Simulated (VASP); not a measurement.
# Si48C47 (a cell with a defect) in VASP: a series of runs

The runs below take Si48C47 (a cell with a defect) through single point, with PBEsol, r2SCAN.

Program: VASP 6.6.1. These are calculated values, not measurements. Logs are shortened: lines on timing, memory, paths and dates and some standing lists are left out, and cuts for length are marked.

## (1) The cell of the first run

The cell holds a defect, 95 atoms: a = 9.234 Å, b = 10.663 Å, c = 10.076 Å, α = 90.00°, β = 90.00°, γ = 90.00°.

## (2) Single point, PBEsol

INCAR reads:

```
SYSTEM = Si48C47
  PREC = Accurate
  ENCUT = 520
  EDIFF = 1E-6
  ISMEAR = -1
  SIGMA = 0.05
  LREAL = Auto
  LASPH = .True.
  NELM = 120
  ALGO = Normal
  ISIF = 2
  LWAVE = .False.
  LCHARG = .False.
  GGA = PS
  NBANDS = 243
  NELECT = 382.0
  ISYM = -1
  GGA_COMPAT = .False.
```

KPOINTS reads:

```
explicit points
1
Reciprocal
  0.25000000   0.25000000   0.25000000 1
```

POSCAR reads:

```
Si48C47
1.0
    9.2342040000      0.0000000000      0.0000000000
    0.0000000000     10.6627400000      0.0000000000
    0.0000000000      0.0000000000     10.0759470000
Si C
48 47
Direct
    0.0001030000      0.9986920000      0.4991290000
    0.3360510000      0.0065200000      0.4972980000
    0.1682570000      0.2499170000      0.4976610000
    0.0008930000      0.5007340000      0.5007300000
    0.6641330000      0.0066910000      0.4973030000
    0.5006400000      0.3047270000      0.4850970000
    0.3350360000      0.4851610000      0.5064910000
    0.1697210000      0.7473570000      0.5002400000
    0.8321690000      0.2501680000      0.4979620000
    0.6657640000      0.4846070000      0.5070170000
    0.5002810000      0.7469070000      0.4998890000
    0.8308230000      0.7473760000      0.5002020000
    0.0000060000      0.1661630000      0.2505820000
    0.3343010000      0.1667230000      0.2499080000
    0.1667360000      0.4159080000      0.2519860000
    0.0000770000      0.6656790000      0.2510350000
    0.6656920000      0.1669430000      0.2498670000
    0.5000120000      0.4055600000      0.2541160000
    0.3345680000      0.6624820000      0.2519170000
    0.1676530000      0.9158790000      0.2503730000
    0.8333080000      0.4161040000      0.2523530000
    0.6656070000      0.6625000000      0.2520290000
    0.5000500000      0.9159570000      0.2498710000
    0.8324140000      0.9159780000      0.2503220000
    0.1672320000      0.0851520000      0.7485550000
    0.0001550000      0.3345030000      0.7491940000
    0.5001170000      0.0896690000      0.7433420000
    0.3344430000      0.3351300000      0.7497670000
    0.1662210000      0.5850870000      0.7527800000
    0.0001720000      0.8345890000      0.7498280000
    0.8330030000      0.0851620000      0.7486410000
    0.6658590000      0.3351320000      0.7499960000
    0.5002540000      0.5834490000      0.7517790000
    0.3340570000      0.8353300000      0.7490290000
    0.8342600000      0.5851570000      0.7529090000
    0.6661800000      0.8353980000      0.7490290000
    0.0001130000      0.0002450000      0.9998490000
    0.3342850000      0.0005520000      0.9983880000
    0.1666420000      0.2505530000      0.9999770000
    0.0000640000      0.5003340000      0.0018480000
    0.6658260000      0.0006260000      0.9984360000
    0.5000340000      0.2486290000      0.9960450000
    0.3334500000      0.4989700000      0.0018050000
    0.1670190000      0.7498850000      0.0014100000
    0.8334570000      0.2505630000      0.0001180000
    0.6667210000      0.4989590000      0.0018820000
    0.5000800000      0.7495170000      0.0007960000
    0.8332140000      0.7499200000      0.0014260000
    0.0001100000      0.9989720000      0.1873410000
    0.3335060000      0.9990580000      0.1859880000
    0.1662220000      0.2494840000      0.1866170000
    0.9999530000      0.4992230000      0.1884010000
    0.6666980000      0.9991990000      0.1860700000
    0.5000680000      0.2437170000      0.1784940000
    0.3337980000      0.4972220000      0.1882070000
    0.1677110000      0.7487250000      0.1889230000
    0.8339140000      0.2495950000      0.1868030000
    0.6663740000      0.4972050000      0.1883900000
    0.5001410000      0.7484690000      0.1883060000
    0.8325840000      0.7487890000      0.1889910000
    0.0000630000      0.0008940000      0.6871320000
    0.3337150000      0.0022530000      0.6852360000
    0.1668960000      0.2514170000      0.6864630000
    0.0003010000      0.5019170000      0.6887900000
    0.6664500000      0.0023290000      0.6852430000
    0.5001360000      0.2571910000      0.6838880000
    0.3302850000      0.5030630000      0.6943970000
    0.1668800000      0.7513360000      0.6879990000
    0.8332320000      0.2514110000      0.6866780000
    0.6701670000      0.5031340000      0.6946690000
    0.5000750000      0.7505650000      0.6877640000
    0.8332930000      0.7514320000      0.6879250000
    0.0000160000      0.1649830000      0.4383840000
    0.3363810000      0.1735940000      0.4350730000
    0.1614000000      0.4164770000      0.4383190000
    0.0004440000      0.6675290000      0.4389350000
    0.6636370000      0.1741200000      0.4351610000
    0.3363310000      0.6588440000      0.4397830000
    0.1692990000      0.9161180000      0.4383000000
    0.8394370000      0.4169820000      0.4391960000
    0.6641850000      0.6587530000      0.4399460000
    0.5001090000      0.9159940000      0.4377010000
    0.8308070000      0.9163100000      0.4382030000
    0.1666340000      0.0835430000      0.9371660000
    0.0000360000      0.3339600000      0.9375400000
    0.5000370000      0.0826590000      0.9324730000
    0.3325700000      0.3331060000      0.9379400000
    0.1658950000      0.5840760000      0.9405470000
    0.0001270000      0.8334460000      0.9385480000
    0.8335580000      0.0835540000      0.9372750000
    0.6675870000      0.3331230000      0.9381330000
    0.5001140000      0.5831460000      0.9399640000
    0.3334470000      0.8333260000      0.9376710000
    0.8342800000      0.5840990000      0.9405010000
    0.6667590000      0.8334050000      0.9377240000
```

Potentials or basis: VASP PAW PBE potentials, release 64 (Si, C).

Run with:

```console
> cat potpaw_PBE.64/Si/POTCAR potpaw_PBE.64/C/POTCAR > POTCAR
> mpirun -np 1 vasp_std > vasp.out
```

OUTCAR:

```text
SYSTEM = Si48C47
   PREC = Accurate
   ENCUT = 520
   EDIFF = 1E-6
   ISMEAR = -1
   LREAL = Auto
   LASPH = .True.
   NELM = 120
   ISIF = 2
   GGA = PS
   NELECT = 382.0
   ISYM = -1

 ion  position               nearest neighbor table
   1  0.000  0.999  0.499-  73 1.88  61 1.89  79 1.90  83 1.90  30 3.07  20 3.08  13 3.08  24 3.08
                            25 3.09  31 3.09   3 3.10   9 3.10  12 3.10   2 3.10   5 3.10   8 3.10
   2  0.336  0.007  0.497-  74 1.89  82 1.89  62 1.89  79 1.91  14 3.02   3 3.02   5 3.03  27 3.04
                            23 3.07  20 3.09  25 3.09   1 3.10  34 3.13
   3  0.168  0.250  0.498-  74 1.86  75 1.88  73 1.89  63 1.90   7 2.94   2 3.02  15 3.04  14 3.06
                            13 3.07  25 3.08   4 3.09   1 3.10   9 3.10  28 3.10  26 3.11   6 3.13
   4  0.001  0.501  0.501-  75 1.84  80 1.85  76 1.88  64 1.89   8 3.06  12 3.06  26 3.07  16 3.07
                            15 3.07  21 3.08   3 3.09   7 3.09   9 3.09  29 3.10  10 3.10  35 3.10
   5  0.664  0.007  0.497-  77 1.89  65 1.89  82 1.89  83 1.91  17 3.02   9 3.02   2 3.03  27 3.04
                            23 3.07  24 3.09  31 3.09   1 3.10  36 3.13
   6  0.501  0.305  0.485-  66 2.07  77 2.11  74 2.12  10 2.46   7 2.47  18 2.56  32 3.09  28 3.09
                             9 3.12   3 3.13
   7  0.335  0.485  0.506-  75 1.89  67 1.90  78 1.97   6 2.47  28 2.93   3 2.94  10 3.05  18 3.08
                            33 3.09  15 3.09   4 3.09  29 3.12
   8  0.170  0.747  0.500-  76 1.88  68 1.89  79 1.90  78 1.90  11 3.05   4 3.06  19 3.07  34 3.08
                            29 3.08  16 3.09  20 3.09   1 3.10  30 3.10  12 3.13
   9  0.832  0.250  0.498-  77 1.87  80 1.88  73 1.89  69 1.90  10 2.94   5 3.02  21 3.04  17 3.07
                            13 3.07  31 3.08   4 3.09   1 3.10  26 3.10  32 3.10   3 3.10   6 3.12
  10  0.666  0.485  0.507-  80 1.89  70 1.90  81 1.98   6 2.46  32 2.92   9 2.94   7 3.05  21 3.08
                            33 3.09  18 3.09   4 3.10  35 3.12
  11  0.500  0.747  0.500-  81 1.88  78 1.88  71 1.89  82 1.91  12 3.05   8 3.05  22 3.06  19 3.07
                            33 3.08  36 3.09  34 3.09  23 3.10
  12  0.831  0.747  0.500-  76 1.89  72 1.89  81 1.91  83 1.91  11 3.05   4 3.06  22 3.07  35 3.08
                            36 3.08  16 3.08  24 3.09   1 3.10  30 3.10   8 3.13
  13  0.000  0.166  0.251-  57 1.89  51 1.89  73 1.89  49 1.89   3 3.07   9 3.07   1 3.08  15 3.08
                            21 3.08  24 3.08  37 3.08  20 3.09  14 3.09  17 3.09  45 3.09  39 3.09
  14  0.334  0.167  0.250-  74 1.87  54 1.88  51 1.90  50 1.90  18 2.97   2 3.02  17 3.06   3 3.06
                            15 3.07  23 3.08  20 3.09  13 3.09  39 3.09  38 3.09  42 3.11
  15  0.167  0.416  0.252-  75 1.88  55 1.88  52 1.89  51 1.89   3 3.04  19 3.05   4 3.07  14 3.07
                            16 3.08  13 3.08  21 3.08  18 3.08  43 3.08  40 3.09   7 3.09  39 3.09
  16  0.000  0.666  0.251-  52 1.88  60 1.89  56 1.89  76 1.89  40 3.07   4 3.07  21 3.07  15 3.08
                            12 3.08  48 3.08  44 3.08  20 3.08   8 3.09  24 3.09  22 3.09  19 3.09
  17  0.666  0.167  0.250-  77 1.87  54 1.88  57 1.90  53 1.90  18 2.97   5 3.02  14 3.06   9 3.07
                            21 3.07  23 3.08  45 3.09  13 3.09  24 3.09  41 3.09  42 3.10
  18  0.500  0.406  0.254-  54 1.89  55 1.94  58 1.94   6 2.56  17 2.97  14 2.97  15 3.08  21 3.08
                             7 3.08  10 3.09  42 3.09  46 3.13  43 3.13  19 3.14  22 3.14
[... 371 lines left out ...]
  Fermi-wavevector in a.u.,A,eV,Ry     =   1.190999  2.250661 19.299559  1.418478
  Thomas-Fermi vector in A             =   2.327070
   LORBIT       =      0    0 simple, 1 ext, 2 COOP (PROOUT), +10 PAW based schemes
   GGA     = PS    functional components
   LHFCALC =     F    Hartree Fock is set to
   AEXX    =    0.0000 exact exchange contribution
   IVDW    =     0    specifies the selected vdW correction
   LEPSILON=     F    determine dielectric tensor
   LRPA    =     F    only Hartree local field effects (RPA)
 non-spin polarized calculation
  energy-cutoff  :      520.00
  volume of cell :      992.10
 maximum number of plane-waves:     26706
 NGX is ok and might be reduce to    70
   NGX = 35   NGY = 39   NGZ = 37

 number of electron     382.0000001 magnetization

 Free energy of the ion-electron system (eV)
  ---------------------------------------------------
  ext. energy  EPLUGINS =         0.00000000
  ---------------------------------------------------
  free energy    TOTEN  =      -730.49906980 eV

  energy without entropy =     -730.49902340  energy(sigma->0) =     -730.49904660

 E-fermi :  10.0110     XC(G=0): -11.5032

 val. band max:        9.4660497145   @ k =   0.2500   0.2500   0.2500
 cond. band min:      10.5598107711   @ k =   0.2500   0.2500   0.2500
 fundamental gap:      1.0937610565
 Fermi energy:        10.0110069144

 k-point     1 :       0.2500    0.2500    0.2500
  band No.  band energies     occupation
      1      -7.2094      2.00000
      2      -6.6680      2.00000
      3      -6.5953      2.00000
      4      -6.4751      2.00000
      5      -6.0626      2.00000
      6      -5.9514      2.00000
[... 195 lines left out ...]
    202      11.7076      0.00000
    203      11.7308      0.00000
 [bands above 203 left out]

------------------------ aborting loop because EDIFF is reached ----------------------------------------

  FORCE on cell =-STRESS in cart. coord.  units (eV):
  Direction    XX          YY          ZZ          XY          YZ          ZX
  --------------------------------------------------------------------------------------
  -------------------------------------------------------------------------------------
  Total       27.0468043      7.3840948     31.2609907      2.2139967      8.0753312      1.6966455
  in kB       43.6789694     11.9248710     50.4846281      3.5754720     13.0411764      2.7399809
  external PRESSURE =      35.3628229 kB  Pullay stress =       0.0000000 kB

 VOLUME and BASIS-vectors are now :
 -----------------------------------------------------------------------------
  energy-cutoff  :      520.00
  volume of cell :      992.10
      direct lattice vectors                 reciprocal lattice vectors
     9.234204000  0.000000000  0.000000000     0.108293037  0.000000000  0.000000000
     0.000000000 10.662740000  0.000000000     0.000000000  0.093784524  0.000000000
     0.000000000  0.000000000 10.075947000     0.000000000  0.000000000  0.099246254

 POSITION                                       TOTAL-FORCE (eV/Angst)
 -----------------------------------------------------------------------------------
      0.00095     10.64879      5.02920         0.000226     -0.006300      0.002484
      3.10316      0.06952      5.01075         0.001074     -0.007336      0.006898
      1.55372      2.66480      5.01441        -0.009195      0.006919      0.005933
      0.00825      5.33920      5.04533         0.001614      0.002101      0.001607
      6.13274      0.07134      5.01080        -0.001857     -0.003934      0.003937
      4.62301      3.24922      4.88781         0.000055     -0.021103      0.002467
[... 87 lines left out ...]
      7.70391      6.22810      9.47644         0.000376     -0.012528     -0.002525
      6.15699      8.88638      9.44846         0.004143      0.000960     -0.001953
 -----------------------------------------------------------------------------------
    total drift:                                0.007557     -0.005507      0.039851

  FREE ENERGIE OF THE ION-ELECTRON SYSTEM (eV)
  ---------------------------------------------------
  free  energy   TOTEN  =      -730.4990697986 eV

  energy  without entropy=     -730.4990233953  energy(sigma->0) =     -730.49904660
```

It took 4.3 min on 1 thread of Intel Xeon 6975P-C (Granite Rapids), shared host; peak memory 0.89 GiB.

Results:

```
Free energy   : -730.4991 eV
Largest force : 0.022 eV/Å
```

Forces on the atoms (eV/Å):
```
Si   0.000 -0.006  0.002
Si   0.001 -0.007  0.007
Si  -0.009  0.007  0.006
Si   0.002  0.002  0.002
Si  -0.002 -0.004  0.004
Si   0.000 -0.021  0.002
Si   0.000  0.011 -0.001
Si   0.000 -0.004  0.003
Si   0.008  0.004  0.003
Si  -0.003  0.016 -0.005
Si   0.002  0.005  0.002
Si   0.001 -0.003  0.001
Si   0.000  0.000 -0.004
Si   0.003  0.000 -0.012
Si  -0.003  0.001 -0.002
Si   0.001  0.000  0.002
Si  -0.003 -0.002 -0.009
Si  -0.002  0.008  0.001
Si  -0.004  0.003 -0.001
Si  -0.003 -0.002 -0.003
Si   0.004  0.001 -0.001
Si   0.004  0.003 -0.001
Si   0.001 -0.003  0.000
Si   0.004 -0.001 -0.003
Si   0.000 -0.001  0.003
Si   0.001  0.005  0.001
Si  -0.002 -0.008 -0.003
Si  -0.009  0.002  0.009
Si   0.001  0.000 -0.002
Si  -0.001 -0.001 -0.002
Si   0.000 -0.002  0.003
Si   0.008  0.002  0.008
Si   0.001  0.001  0.000
Si   0.001 -0.003  0.001
Si  -0.002  0.001 -0.004
Si  -0.001 -0.002  0.001
Si   0.001  0.002 -0.001
Si  -0.003 -0.001 -0.002
Si   0.001 -0.001  0.000
Si   0.000 -0.001  0.002
Si   0.003 -0.002 -0.001
Si  -0.001 -0.002  0.002
Si   0.000  0.002 -0.001
Si   0.003  0.004  0.002
Si   0.002 -0.002  0.000
Si   0.000  0.003  0.001
Si   0.000  0.001  0.001
Si  -0.004  0.005  0.001
C   -0.001 -0.001  0.004
C   -0.001  0.000  0.006
C    0.000 -0.002  0.005
C    0.002 -0.006 -0.008
C    0.001  0.002  0.007
C   -0.001 -0.004 -0.002
C    0.000 -0.003 -0.002
C   -0.001 -0.003 -0.004
C   -0.001 -0.002  0.005
C    0.000 -0.005 -0.002
C    0.000  0.008 -0.004
C   -0.003 -0.001 -0.005
C   -0.001  0.002  0.001
C    0.001  0.002  0.005
C    0.005  0.004 -0.003
C    0.000  0.003 -0.002
C    0.001  0.005  0.007
C   -0.002 -0.009 -0.013
C    0.002  0.009 -0.001
C    0.003 -0.001  0.000
C   -0.005  0.002 -0.003
C   -0.003  0.008  0.001
C    0.000  0.007 -0.002
C    0.001  0.000  0.001
C    0.000  0.001  0.003
C    0.017 -0.002  0.013
C   -0.009 -0.003  0.000
C    0.003  0.007 -0.006
C   -0.015 -0.006  0.012
C   -0.003  0.000  0.005
C   -0.001  0.002 -0.002
C   -0.001  0.002 -0.001
C    0.005  0.003  0.006
C   -0.001  0.005  0.001
C    0.006  0.003 -0.002
C    0.001  0.000  0.000
C    0.000 -0.007  0.000
C    0.001  0.002 -0.004
C    0.001 -0.001 -0.008
C   -0.001 -0.012 -0.001
C   -0.001 -0.004 -0.006
C   -0.001  0.001  0.001
C    0.000  0.000 -0.007
C    0.002 -0.003 -0.005
C   -0.002  0.000  0.000
C    0.000 -0.013 -0.003
C    0.004  0.001 -0.002
```

Levels at points of the mesh, in eV from the Fermi level:
| k point | band 188 | band 189 | band 190 | band 191 | band 192 | band 193 | band 194 | band 195 |
| --- | --- | --- | --- | --- | --- | --- | --- | --- |
| (0.25, 0.25, 0.25) | -2.32 | -2.20 | -0.71 | -0.55 | 0.55 | 0.66 | 0.80 | 0.92 |

Caveat: the cell carries a net charge on a neutralising background, which shifts energy and pressure; the cell is charged against a uniform background, so pressure and absolute levels hang on convention; the PAW data sets were made with another functional, which shifts forces and pressure a little.

(Part 1 of 2 ends here.)
